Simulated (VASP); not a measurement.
Input of a VASP 6.6.1 run:

The input INCAR:

```
SYSTEM = Ni3Pt
PREC = Accurate ; ENCUT = 520
EDIFF = 1E-6 ; ISMEAR = -1
SIGMA = 0.05 ; LREAL = .FALSE.
LASPH = .TRUE. ; NELM = 150
ALGO = Normal ; ISIF = 2
LWAVE = .FALSE. ; LCHARG = .FALSE.
ISPIN = 2 ; MAGMOM = 0.565 0.565 0.565 0.225
LORBIT = 11 ; NUPDOWN = 1.92
LMAXMIX = 4 ; GGA = CA
NBANDS = 32
```

KPOINTS

```
regular mesh
0
G
  9 9 9
  0 0 0
```

POSCAR

```
Ni3Pt
1.0
    3.6245667900      0.0000000000      0.0000000000
    0.0000000000      3.6245667900      0.0000000000
    0.0000000000      0.0000000000      3.6245667900
Ni Pt
3 1
Direct
    0.5000000000      0.0000000000      0.5000000000
    0.0000000000      0.5000000000      0.5000000000
    0.5000000000      0.5000000000      0.0000000000
    0.0000000000      0.0000000000      0.0000000000
```

Potentials or basis: VASP PAW LDA potentials, release 64 (Ni, Pt).

Command:

```console
$ cat potpaw_LDA.64/Ni/POTCAR potpaw_LDA.64/Pt/POTCAR > POTCAR
$ mpirun -np 1 vasp_std > vasp.out
```

Question: Estimate the pressure.

Answer: -12.1 GPa.

Caveat: the cell stands under tension; the total moment is fixed, so each spin has its own Fermi level and the state may be an excited one.
